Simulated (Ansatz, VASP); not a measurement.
**Two plane-wave programs on MgO**

The input INCAR:

```
PREC = Accurate
ENCUT = 520
EDIFF = 1E-6
ISMEAR = 0
SIGMA = 0.05
LREAL = F
LASPH = T
NELM = 100
ALGO = Normal
ISIF = 2
LWAVE = F
LCHARG = T
GGA = PS
LELF = T
LVHAR = T
NBANDS = 26
```

File KPOINTS:

```
Automatic mesh
0
Gamma
  6 6 6
```

The input POSCAR:

```
MgO
1.0
    4.2149416169      0.0000000000      0.0000000000
    0.0000000000     -4.2149416169      0.0000000000
    0.0000000000      0.0000000000     -4.2149416169
Mg O
4 4
Direct
   -0.0177827656      0.0177827656      0.0754458849
    0.5000000000      0.5000000000      0.0000000000
    0.5000000000      0.0000000000      0.5000000000
    0.0000000000      0.5000000000      0.5000000000
    0.5000000000      0.0000000000      0.0000000000
    0.0000000000      0.5000000000      0.0000000000
    0.0000000000      0.0000000000      0.5000000000
    0.5000000000      0.5000000000      0.5000000000
```

Input for Ansatz:

```yaml
crystal:
  lattice:
    - [4.2149416169, 0.0, 0.0]
    - [0.0, -4.2149416169, 0.0]
    - [0.0, 0.0, -4.2149416169]
  atoms:
    - { symbol: Mg, position: [-0.0177827656, 0.0177827656, 0.0754458849] }
    - { symbol: Mg, position: [0.5, 0.5, 0.0] }
    - { symbol: Mg, position: [0.5, 0.0, 0.5] }
    - { symbol: Mg, position: [0.0, 0.5, 0.5] }
    - { symbol: O, position: [0.5, 0.0, 0.0] }
    - { symbol: O, position: [0.0, 0.5, 0.0] }
    - { symbol: O, position: [0.0, 0.0, 0.5] }
    - { symbol: O, position: [0.5, 0.5, 0.5] }
basis:
  ecutwfc: 420
kpoints:
  mp_grid: { grid: [6, 6, 6] }
hamiltonian:
  xc: pbesol
  pseudopotentials: { kind: paw, azcp: { folder: soft_1 } }
scf:
  occupations: { method: gaussian, width: 0.05 }
output:
  forces: true
  stress: true
  eigenvalues: true
```

Alike in both runs: task single point; functional PBEsol; k mesh 6 × 6 × 6; occupations gaussian, width 0.05 eV; no spin polarisation.

|  | VASP | Ansatz |
| --- | --- | --- |
| version | VASP 6.6.1 | Ansatz 0.2.0 |
| potentials or method | VASP PAW PBE potentials, release 64 (Mg, O), cutoff 520 eV | scalar-relativistic, plane waves, PAW |
| valence electrons in the cell | 32 | 64 |

VASP gave:

```
gap on the k mesh at the Fermi level (eV)                     : 4.59
least direct gap on the mesh (eV)                             : 4.59
pressure (GPa)                                                : 3.1
traceless stress, the component that is largest in VASP (GPa) : 5.92
rms of the force components (eV/Å)                            : 1.071
```

Q: Which values does Ansatz return?

A: gap on the k mesh at the Fermi level (eV): 4.60; least direct gap on the mesh (eV): 4.60; pressure (GPa): 3.6; traceless stress, the component that is largest in VASP (GPa): 5.75; rms of the force components (eV/Å): 1.049.

VASP's potentials were made for PBE, not for PBEsol, and Ansatz warns of the same on its side. Atom by atom the forces differ by 0.023 eV/Å (rms over components). VASP's potentials hold 32 valence electrons a cell and Ansatz's 64, so a difference there can come from the potentials and not from the codes.
